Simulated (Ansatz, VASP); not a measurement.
# One calculation of Co, two programs

INCAR

```
SYSTEM = Co
PREC = Accurate
ENCUT = 520
EDIFF = 1E-7
ISMEAR = 0
SIGMA = 0.026000000000000002
LREAL = .False.
LASPH = .True.
NELM = 150
ALGO = Fast
ISIF = 2
LWAVE = .False.
LCHARG = .False.
ISPIN = 2
MAGMOM = 2 2
LORBIT = 11
LMAXMIX = 4
GGA = PE
NBANDS = 20
```

KPOINTS

```
regular mesh
0
Gamma
  12 12 7
  0 0 0
```

POSCAR

```
Co
1.0
    2.4719999032      0.0000000000      0.0000000000
   -1.2359999516      2.1408147143      0.0000000000
    0.0000000000      0.0000000000      4.0211440800
Co
2
Direct
    0.6666666667      0.3333333333      0.7500000000
    0.3333333333      0.6666666667      0.2500000000
```

Contents of input.yaml:

```yaml
crystal:
  lattice:
    - [2.4719999032, 0.0, 0.0]
    - [-1.2359999516, 2.1408147143, 0.0]
    - [0.0, 0.0, 4.02114408]
  atoms:
    - { symbol: Co, position: [0.6666666667, 0.3333333333, 0.75], spin: 2.0 }
    - { symbol: Co, position: [0.3333333333, 0.6666666667, 0.25], spin: 2.0 }
kpoints:
  mp_grid: { grid: [12, 12, 7] }
scf:
  occupations: { method: gaussian, width: 0.026 }
hamiltonian:
  xc: pbe
  pseudopotentials: { kind: all_electron, lapw: { basis_error: 0.001 } }
magnetization:
  spin_polarized: true
output:
  forces: true
  stress: true
  eigenvalues: true
```

Alike in both runs: task single point; functional PBE; k mesh 12 × 12 × 7; occupations gaussian, width 0.026 eV; collinear spin.

|  | VASP | Ansatz |
| --- | --- | --- |
| version | VASP 6.6.1 | Ansatz 0.2.0 |
| potentials or method | VASP PAW PBE potentials, release 64 (Co), cutoff 520 eV | all-electron LAPW, scalar-relativistic |

Ansatz gave:

```
gap on the k mesh at the Fermi level (eV)                     : none
pressure (GPa)                                                : 4.6
traceless stress, the component that is largest in VASP (GPa) : -2.22
net moment per atom (μB)                                      : 1.61
size of the moment on the site where the two differ most (μB) : 1.66
```

Question: What did VASP give for the same quantities?

Answer: gap on the k mesh at the Fermi level (eV): none; pressure (GPa): 4.0; traceless stress, the component that is largest in VASP (GPa): -2.13; net moment per atom (μB): 1.60; size of the moment on the site where the two differ most (μB): 1.62.

Site moments also hang on the region over which each program counts them. A gap of «none» marks a metal or a gap that the smearing closes. Ansatz ran all-electron here, and VASP with PAW potentials.
